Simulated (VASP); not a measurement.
A run of VASP 6.6.1 is set up as follows.

The input POSCAR:

```
Al
1.0
    2.8642811953      0.0000000000      0.0000000000
   -1.4321405977      2.4805402787      0.0000000000
    0.0000000000      0.0000000000      4.6401355364
Al
2
Direct
    0.2133333333      0.6066666667      0.1600000000
    0.7866666667      0.3933333333      0.8400000000
```

INCAR.step1

```
SYSTEM = Al
  PREC = Accurate
  ENCUT = 520
  ISMEAR = -1
  SIGMA = 0.05
  LREAL = .False.
  LASPH = .True.
  NELM = 60
  NBANDS = 10
  GGA = PE
  ALGO = Normal
  EDIFF = 1E-4
  LWAVE = .True.
  LCHARG = .False.
```

Contents of INCAR.step2:

```
SYSTEM = Al
  PREC = Accurate
  ENCUT = 520
  EDIFF = 1E-8
  ISMEAR = -1
  SIGMA = 0.05
  LREAL = .False.
  LASPH = .True.
  NELM = 60
  ALGO = Normal
  ISIF = 2
  LWAVE = .False.
  LCHARG = .False.
  METAGGA = R2SCAN
  LMIXTAU = .True.
  LEFG = .True.
  NBANDS = 10
  ISTART = 1
```

File KPOINTS:

```
regular mesh
0
Gamma
  12 12 7
  0 0 0
```

Potentials or basis: VASP PAW PBE potentials, release 64 (Al).

Command:

```bash
$ cat potpaw_PBE.64/Al/POTCAR > POTCAR
$ cp INCAR.step1 INCAR
$ mpirun -np 1 vasp_std > vasp.out
$ cp INCAR.step2 INCAR
$ mpirun -np 1 vasp_std > vasp.out
```

**Question.** Estimate the largest force.

**Answer.** 15.115 eV/Å.

**Question.** What does it give for the band gap on the k mesh?

**Answer.** Zero (bands 3 and 4 overlap by 4.66 eV).

**Question.** Predict the pressure.

**Answer.** 42.5 GPa.

Stress tensor (GPa, compression positive):
```
32.11 16.86 45.91
16.86 12.64 26.50
45.91 26.50 82.88
```

Caveat: the cell differs from its parent crystal (shortest bond scaled by 0.64); the stress differs along the axes, from 13 to 83 GPa; without QUAD_EFG the Cq values of the log hold for a quadrupole moment of 1 mb, not for the nuclei; the PAW data sets were made with another functional, which shifts forces and pressure a little.
